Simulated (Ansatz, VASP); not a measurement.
One calculation of HfSiO4, two programs

```xyz
36
Lattice="-6.6449 0.0000 0.0000 0.0000 -6.6449 0.0000 3.3225 3.3225 9.0224" Properties=species:S:1:pos:R:3 pbc="T T T"
Hf   -3.3225   -3.3225    3.0075
Hf   -6.6449    0.0000    0.0000
Hf    0.0000    0.0000    6.0149
Hf   -3.3225    0.0000    4.5112
Hf    0.0000   -3.3225    1.5037
Hf    0.0000   -3.3225    7.5187
Si    0.0000   -3.3225    4.5112
Si   -3.3225    0.0000    1.5037
Si   -3.3225    0.0000    7.5187
Si   -3.3225   -3.3225    6.0149
Si    0.0000    0.0000    3.0075
Si   -3.3225   -3.3225    0.0000
O     0.0000   -1.2241    1.9184
O     0.0000   -1.2241    7.9333
O    -3.3225   -4.5465    4.9259
O     1.2241   -3.3225    3.4221
O    -2.0984    0.0000    0.4147
O    -2.0984    0.0000    6.4296
O    -1.2241   -3.3225    3.4221
O    -4.5465    0.0000    0.4147
O     2.0984    0.0000    6.4296
O    -3.3225   -2.0984    4.9259
O     0.0000   -5.4209    1.9184
O     0.0000    1.2241    7.9333
O    -1.2241    0.0000    4.0965
O    -4.5465   -3.3225    1.0891
O     2.0984   -3.3225    7.1040
O     0.0000   -2.0984    5.6003
O    -3.3225   -5.4209    2.5928
O    -3.3225    1.2241    8.6078
O     0.0000   -4.5465    5.6003
O    -3.3225   -1.2241    2.5928
O    -3.3225   -1.2241    8.6078
O    -2.0984   -3.3225    7.1040
O     1.2241    0.0000    4.0965
O    -2.0984   -3.3225    1.0891
```

Alike in both runs: task single point; functional PBE; k mesh 2 × 2 × 2; occupations gaussian, width 0.02 eV; no spin polarisation.

```csv
,VASP,Ansatz
version,VASP 6.6.1,Ansatz 0.2.0
potentials or method,"VASP PAW PBE potentials, release 64 (Hf_pv, Si, O), cutoff 520 eV","scalar-relativistic, plane waves, PAW"
valence electrons in the cell,228,324
```

|  | VASP | Ansatz | Ansatz less VASP |
| --- | --- | --- | --- |
| gap on the k mesh at the Fermi level (eV) | 5.27 | 5.32 | +0.057 |
| least direct gap on the mesh (eV) | 5.60 | 5.66 | +0.062 |
| pressure (GPa) | -1.6 | 0.0 | +1.60 |
| traceless stress, the component that is largest in VASP (GPa) | 0.20 | -0.04 | -0.243 |
| rms of the force components (eV/Å) | 0.082 | 0.008 | -0.0742 |

Atom by atom the forces differ by 0.087 eV/Å (rms over components). With one functional, cell and mesh, what is left measures potentials, basis and numerics. VASP's potentials hold 228 valence electrons a cell and Ansatz's 324, so a difference there can come from the potentials and not from the codes.

The k mesh is coarse, so the values compare programs but aren't converged. Neither program's run includes spin-orbit coupling.
